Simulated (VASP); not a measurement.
# Se (C2/c) in VASP: notebook

Se is run at these levels: BLYP; tasks: single point.

All numbers are computed with VASP 6.6.1; they aren't measurements. Logs are shortened: lines on timing, memory, paths and dates and some standing lists are left out, and cuts for length are marked.

### Step 1. The cell of the first run

Symmetry: C2/c, No. 15, monoclinic system. Conventional cell: a = 2.889 Å, b = 14.220 Å, c = 4.627 Å, α = 90.00°, β = 90.43°, γ = 90.00°. Se (site symmetry 2) has 4 Se at 2.55 to 2.89 Å within 3.4 Å.

### Step 2. Single point, BLYP (47.52 Å³/atom)

INCAR

```
PREC = Accurate ; ENCUT = 520
EDIFF = 1E-6 ; ISMEAR = -1
SIGMA = 0.1 ; LREAL = F
LASPH = T ; NELM = 100
ALGO = Normal ; ISIF = 2
LWAVE = F ; LCHARG = F
GGA = B5 ; ALDAX = 1.0
AGGAX = 1.0 ; AGGAC = 1.0
ALDAC = 0.0 ; NBANDS = 13
```

KPOINTS

```
Automatic mesh
0
Gamma
  14 14 8
```

POSCAR

```
Se
1.0
   -5.2054958888      4.8499012608      1.4225975048
    4.8499012608     -5.2054958888      1.4225975048
    3.5812898329      3.5812898329     -2.0738697172
Se
2
Direct
    0.0874639238      0.9125360762      0.0000000000
    0.6625360762      0.3374639238      0.5000000000
```

Potentials or basis: VASP PAW PBE potentials, release 64 (Se).

The run is started by

```bash
> cat potpaw_PBE.64/Se/POTCAR > POTCAR
> mpirun -np 1 vasp_std > vasp.out
```

OUTCAR:

```text
PREC = Accurate
   ENCUT = 520
   EDIFF = 1E-6
   ISMEAR = -1
   LREAL = F
   LASPH = T
   NELM = 100
   ISIF = 2
   GGA = B5

 ion  position               nearest neighbor table
   1  0.087  0.913  0.000-   2 2.55   2 2.55
   2  0.663  0.337  0.500-   1 2.55   1 2.55

  Warning from LATTYP: Got some problem with cell dimensions!
  Tried to take original basis but could not verify dimensions!
  LATTYP: Found a base centered monoclinic cell.
 ALAT       =     2.8892957138
 B/A-ratio  =     4.9217804035
 C/A-ratio  =     1.6012799447
 COS(beta)  =    -0.0074440739

  Lattice vectors:

 A1 = (  -5.2054958888,   4.8499012608,   1.4225975048)
 A2 = (   4.8499012608,  -5.2054958888,   1.4225975048)
 A3 = (   3.2256952049,   3.2256952049,   0.7713252924)

Analysis of symmetry for initial positions (statically):
=====================================================================
 Subroutine PRICEL returns:
 Original cell was already a primitive cell.

 Routine SETGRP: Setting up the symmetry group for a
 base centered monoclinic supercell.

 Subroutine GETGRP returns: Found  4 space group operations
 (whereof  2 operations were pure point group operations)
 out of a pool of  4 trial point group operations.

The static configuration has the point symmetry C_2 .
 The point group associated with its full space group is C_2h.

Analysis of symmetry for dynamics (positions and initial velocities):
=====================================================================
 Subroutine PRICEL returns:
 Original cell was already a primitive cell.

 Routine SETGRP: Setting up the symmetry group for a
 base centered monoclinic supercell.

 Subroutine GETGRP returns: Found  4 space group operations
 (whereof  2 operations were pure point group operations)
 out of a pool of  4 trial point group operations.

The dynamic configuration has the point symmetry C_2 .
 The point group associated with its full space group is C_2h.

 Subroutine INISYM returns: Found  4 space group operations
 (whereof  2 operations are pure point group operations),
 and found     1 'primitive' translations

----------------------------------------------------------------------------------------

                                     Primitive cell

  volume of cell :      95.0437

  direct lattice vectors                    reciprocal lattice vectors
    -5.205495889  4.849901261  1.422597505     0.059980670  0.159429751  0.378891838
     4.849901261 -5.205495889  1.422597505     0.159429751  0.059980670  0.378891838
     3.581289833  3.581289833 -2.073869717     0.150507389  0.150507389  0.037621055

  length of vectors
     7.255516064  7.255516064  5.472861166     0.415420932  0.415420932  0.216148774

  position of ions in fractional coordinates (direct lattice)
     0.087463924  0.912536076  1.000000000
     0.662536076  0.337463924  0.500000000

  ion indices of the primitive-cell ions
   primitive index   ion index
                 1           1
                 2           2

----------------------------------------------------------------------------------------

 KPOINTS: Automatic mesh

Automatic generation of k-mesh.
 Grid dimensions read from file:
 generate k-points for:   14   14    8

 Generating k-lattice:

  Cartesian coordinates                     Fractional coordinates (reciprocal lattice)
     0.004284334  0.011387839  0.027063703     0.071428571  0.000000000 -0.000000000
     0.011387839  0.004284334  0.027063703     0.000000000  0.071428571 -0.000000000
     0.018813424  0.018813424  0.004702632    -0.000000000 -0.000000000  0.125000000

  Length of vectors
     0.029672924  0.029672924  0.027018597

  Shift w.r.t. Gamma in fractional coordinates (k-lattice)
     0.000000000  0.000000000  0.000000000

 Subroutine IBZKPT returns following result:
 ===========================================

 Found    429 irreducible k-points:

 Following reciprocal coordinates:
            Coordinates               Weight
  0.000000  0.000000  0.000000      1.000000
  0.071429  0.000000 -0.000000      4.000000
  0.142857 -0.000000 -0.000000      4.000000
  0.214286 -0.000000  0.000000      4.000000
  0.285714 -0.000000 -0.000000      4.000000
  0.357143  0.000000 -0.000000      4.000000
[... 16 lines left out ...]
  0.214286  0.142857  0.000000      4.000000
  0.285714  0.142857  0.000000      4.000000
 [... further k-points ...]
   k-points           NKPTS =    429   k-points in BZ     NKDIM =    429   number of bands    NBANDS=     13
   number of dos      NEDOS =    301   number of ions     NIONS =      2
   total plane-waves  NPLWV = 122472
   dimension x,y,z NGX =    54 NGY =   54 NGZ =   42
   dimension x,y,z NGXF=   108 NGYF=  108 NGZF=   84
   ions per type =               2
   NGX,Y,Z   is equivalent  to a cutoff of  12.37, 12.37, 12.76 a.u.
   NGXF,Y,Z  is equivalent  to a cutoff of  24.75, 24.75, 25.52 a.u.
 SYSTEM =  unknown system
   PREC   = accura    normal or accurate (medium, high low for compatibility)
   ISTART =      0    job   : 0-new  1-cont  2-samecut
   ICHARG =      2    charge: 1-file 2-atom 10-const
   ISPIN  =      1    spin polarized calculation?
   LNONCOLLINEAR =      F non collinear calculations
   LSORBIT =      F    spin-orbit coupling
   LASPH  =      T    aspherical Exc in radial PAW
   ENCUT  =  520.0 eV  38.22 Ry    6.18 a.u.  13.49 13.49 10.18*2*pi/ulx,y,z
   NELM   =    100;   NELMIN=  2; NELMDL= -5     # of ELM steps
   EDIFF  = 0.1E-05   stopping-criterion for ELM
   LREAL  =      F    real-space projection
   EDIFFG = 0.1E-04   stopping-criterion for IOM
   NSW    =      0    number of steps for IOM
   IBRION =     -1    ionic relax: 0-MD 1-quasi-New 2-CG
   NFREE  =      0    steps in history (QN), initial steepest desc. (CG)
   ISIF   =      2    stress and relaxation
   ISYM   =      2    0-nonsym 1-usesym 2-fastsym
   POTIM  = 0.5000    time-step for ionic-motion
   TEBEG  =    0.0;   TEEND  =   0.0 temperature during run
   PSTRESS=    0.0 pullay stress
   NELECT =      12.0000    total number of electrons
   NUPDOWN=      -1.0000    fix difference up-down
   EMIN   =  10.00;   EMAX   =-10.00  energy-range for DOS
   EFERMI =   0.00;   METHOD = LEGACY
   ISMEAR =    -1;   SIGMA  =   0.10  broadening in eV -4-tet -1-fermi 0-gaus
   EFERMI_NEDOS =   21; number of points for ismear=-14 and -15
   IALGO  =     38    algorithm
   IMIX   =      4    mixing-type and parameters
     AMIX     =   0.40;   BMIX     =  1.00
     AMIX_MAG =   1.60;   BMIX_MAG =  1.00
  volume/ion in A,a.u.               =      47.52       320.69
  Fermi-wavevector in a.u.,A,eV,Ry     =   0.821285  1.552004  9.177261  0.674510
  Thomas-Fermi vector in A             =   1.932417
   LORBIT       =      0    0 simple, 1 ext, 2 COOP (PROOUT), +10 PAW based schemes
   GGA     = B5    functional components
   LHFCALC =     F    Hartree Fock is set to
   AEXX    =    0.0000 exact exchange contribution
   IVDW    =     0    specifies the selected vdW correction
   LEPSILON=     F    determine dielectric tensor
   LRPA    =     F    only Hartree local field effects (RPA)
 non-spin polarized calculation
  energy-cutoff  :      520.00
  volume of cell :       95.04
 maximum number of plane-waves:      2586
 NGX is ok and might be reduce to    54
   NGX = 27   NGY = 27   NGZ = 21

 number of electron      12.0000000 magnetization

 Free energy of the ion-electron system (eV)
  ---------------------------------------------------
  ext. energy  EPLUGINS =         0.00000000
  ---------------------------------------------------
  free energy    TOTEN  =        -5.72122065 eV

  energy without entropy =       -5.69696274  energy(sigma->0) =       -5.70909169

 E-fermi :  -0.2668     XC(G=0):  -5.6202

 val. band max:       -0.2938728153   @ k =  -0.4286   0.2857   0.5000
 cond. band min:      -0.2569954024   @ k =  -0.4286  -0.4286   0.2500
 fundamental gap:      0.0368774129
 Fermi energy:        -0.2668067282

 k-point     1 :       0.0000    0.0000    0.0000
  band No.  band energies     occupation
      1     -15.6218      2.00000
      2     -12.0230      2.00000
      3      -6.1692      2.00000
      4      -3.2165      2.00000
      5      -2.2275      2.00000
      6       1.1085      0.00000
      7       1.4510      0.00000
      8       3.5257      0.00000
      9       3.6715      0.00000
     10       7.8966      0.00000
     11       8.2339      0.00000
     12       8.2555      0.00000
     13       9.1241      0.00000

 k-point     2 :       0.0714    0.0000   -0.0000
  band No.  band energies     occupation
      1     -15.5282      2.00000
      2     -12.0402      2.00000
      3      -6.0578      2.00000
      4      -3.0394      2.00000
      5      -2.2429      2.00000
      6       0.4872      0.00106
      7       1.4833      0.00000
      8       2.9723      0.00000
      9       3.8894      0.00000
     10       7.6304      0.00000
     11       8.1105      0.00000
     12       9.0107      0.00000
     13       9.5368      0.00000

 k-point     3 :       0.1429   -0.0000   -0.0000
  band No.  band energies     occupation
      1     -15.2526      2.00000
      2     -12.0793      2.00000
      3      -5.7380      2.00000
      4      -2.5257      2.00000
      5      -2.2868      2.00000
      6      -0.8332      1.99309
      7       1.6208      0.00000
      8       1.6294      0.00000
      9       4.4505      0.00000
     10       7.1446      0.00000
     11       8.1719      0.00000
     12       9.8012      0.00000
     13      10.5455      0.00000
[... 305 lines left out ...]
 k-point    23 :       0.2143    0.1429    0.0000
  band No.  band energies     occupation
      1     -13.5957      2.00000
      2     -12.1546      2.00000
      3      -4.4963      2.00000
      4      -3.9649      2.00000
      5      -3.2014      2.00000
      6      -2.3948      2.00000
      7       0.3507      0.00415
      8       2.5111      0.00000
      9       5.8185      0.00000
     10       6.6081      0.00000
     11       7.3435      0.00000
     12       7.4269      0.00000
     13       9.7864      0.00000

 k-point    24 :       0.2857    0.1429    0.0000
  band No.  band energies     occupation
      1     -12.9794      2.00000
      2     -12.2483      2.00000
      3      -5.0139      2.00000
      4      -4.3665      2.00000
      5      -3.3025      2.00000
      6      -2.5279      2.00000
      7       1.3361      0.00000
      8       2.4962      0.00000
      9       5.4197      0.00000
     10       6.1989      0.00000
     11       7.4531      0.00000
     12       7.6829      0.00000
     13       9.8460      0.00000

 [... further k-points ...]

------------------------ aborting loop because EDIFF is reached ----------------------------------------

  FORCE on cell =-STRESS in cart. coord.  units (eV):
  Direction    XX          YY          ZZ          XY          YZ          ZX
  --------------------------------------------------------------------------------------
  -------------------------------------------------------------------------------------
  Total        0.5753661      0.5753661      0.9419682      0.4630794      0.0452464      0.0452464
  in kB        9.6990997      9.6990997     15.8790084      7.8062517      0.7627304      0.7627299
  external PRESSURE =      11.7590693 kB  Pullay stress =       0.0000000 kB

 VOLUME and BASIS-vectors are now :
 -----------------------------------------------------------------------------
  energy-cutoff  :      520.00
  volume of cell :       95.04
      direct lattice vectors                 reciprocal lattice vectors
    -5.205495889  4.849901261  1.422597505     0.059980670  0.159429751  0.378891838
     4.849901261 -5.205495889  1.422597505     0.159429751  0.059980670  0.378891838
     3.581289833  3.581289833 -2.073869717     0.150507389  0.150507389  0.037621055

 POSITION                                       TOTAL-FORCE (eV/Angst)
 -----------------------------------------------------------------------------------
      3.97042     -4.32601      1.42260         0.058029     -0.058029      0.000000
     -0.02152      3.24721      0.38566        -0.058029      0.058029     -0.000000
 -----------------------------------------------------------------------------------
    total drift:                                0.000000      0.000000     -0.000000

  FREE ENERGIE OF THE ION-ELECTRON SYSTEM (eV)
  ---------------------------------------------------
  free  energy   TOTEN  =        -5.7212206486 eV

  energy  without entropy=       -5.6969627393  energy(sigma->0) =       -5.70909169
```

Wall time 23 min (1 thread of Oxide Virtual Turin-like, shared host); peak memory 0.63 GiB.

Results:

```yaml
Free_energy: -5.7212 eV
Pressure: 1.2 GPa
Largest_force: 0.082 eV/Å
Band_gap_on_the_k_mesh: zero (bands 6 and 7 overlap by 2.75 eV)
```

Forces on the atoms (eV/Å):
```
Se   0.058 -0.058  0.000
Se  -0.058  0.058  0.000
```

Caveat: the PAW data sets were made with another functional, which shifts forces and pressure a little.

(Part 1 of 2 ends here.)
